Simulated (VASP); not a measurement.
ZnO:

```xyz
2
Lattice="2.8491 0.0000 0.0000 -1.4245 2.4674 0.0000 0.0000 0.0000 3.4493" Properties=species:S:1:pos:R:3 pbc="T T T"
Zn    0.0000    0.0000    0.0000
O     0.0000    0.0000    1.7247
```

```yaml
Program: VASP 6.6.1
Task: relaxation of cell and atoms
Functional: PBE
Potentials_or_basis: VASP PAW PBE potentials, release 64 (Zn, O_h)
Cutoff: 910 eV
k_mesh: 6 × 6 × 6
Occupations: gaussian, width 0.1 eV
Spin: no spin polarisation
```

At the start: pressure 18.3 GPa; volume 12.12 Å³/atom.

Q: Where does the relaxation end?

A: Over 5 steps the energy falls by 234.2 meV/atom and the volume is 16.06 Å³/atom (+32.5 %); space group P6/mmm (No. 191, to 0.05 Å).

Step by step:
```
step  energy change (eV)  largest force (eV/Å)  pressure (GPa)  volume (Å³)
   1              0.0000                0.0000           18.31        24.25
   2             -0.2912                0.0000           -3.11        29.43
   3             -0.2915                0.0000           -4.20        29.83
   4             -0.4677                0.0000           -0.36        32.00
   5             -0.4683                0.0000           -0.08        32.12
```

Final structure:
```
Zn O
1.0
     3.27404    0.00000    0.00000
    -1.63702    2.83540    0.00000
     0.00000    0.00000    3.46002
Zn O
1 1
Cartesian
  0.0000 0.0000 0.0000
  0.0000 0.0000 1.7300
```

Caveat: the k points lie up to 0.37 Å⁻¹ apart in the final cell; the cutoff is under 1.25 times the usual one of these potentials, so pressure, stress and relaxed cells hold a basis-set (Pulay) error; the volume moved by over 15 % at a fixed basis, so the end points are rough.
